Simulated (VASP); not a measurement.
A run of VASP 6.6.1 is set up as follows.

INCAR

```
ALGO = Normal
EDIFF = 1E-7
ENCUT = 520
GGA = PE
ISIF = 2
ISMEAR = 0
LASPH = True
LCHARG = False
LREAL = False
LWAVE = False
NBANDS = 41
NELM = 100
PREC = Accurate
SIGMA = 0.1
```

File KPOINTS:

```
k-points
0
Gamma
  6 6 1
```

The input POSCAR:

```
Mg5CdSe6
1.0
    4.2654672764     -0.0000000289      0.0000000000
   -2.1327336132      3.6940030348      0.0000000000
    0.0000000000      0.0000000000     20.8663543000
Mg Cd Se
5 1 6
Direct
    0.3333333333      0.6666666667      0.0012960000
    0.0000000000      0.0000000000      0.1663950000
    0.6666666667      0.3333333333      0.3315060000
    0.3333333333      0.6666666667      0.4963640000
    0.6666666667      0.3333333333      0.8360710000
    0.0000000000      0.0000000000      0.6681580000
    0.3333333333      0.6666666667      0.1257440000
    0.0000000000      0.0000000000      0.2908390000
    0.6666666667      0.3333333333      0.4559660000
    0.3333333333      0.6666666667      0.6207160000
    0.0000000000      0.0000000000      0.7963210000
    0.6666666667      0.3333333333      0.9606240000
```

Potentials or basis: VASP PAW PBE potentials, release 64 (Mg, Cd, Se).

The run is started by

```bash
$ cat potpaw_PBE.64/Mg/POTCAR potpaw_PBE.64/Cd/POTCAR potpaw_PBE.64/Se/POTCAR > POTCAR
$ mpirun -np 1 vasp_std > vasp.out
```

Problem. Estimate the pressure.

Solution. 0.0 GPa.

Problem. Estimate the largest force.

Solution. 0.038 eV/Å.

Problem. Predict the band gap on the k mesh.

Solution. 1.67 eV, direct.

Forces in eV/Å, atoms in the order of the input:
```
Mg   0.000  0.000  0.000
Mg   0.000  0.000  0.000
Mg   0.000  0.000  0.000
Mg   0.000  0.000  0.001
Mg   0.000  0.000  0.003
Cd   0.000  0.000  0.003
Se   0.000  0.000 -0.001
Se   0.000  0.000  0.000
Se   0.000  0.000  0.000
Se   0.000  0.000 -0.038
Se   0.000  0.000  0.032
Se   0.000  0.000  0.000
```

As with any semilocal functional, this PBE gap is likely too small.
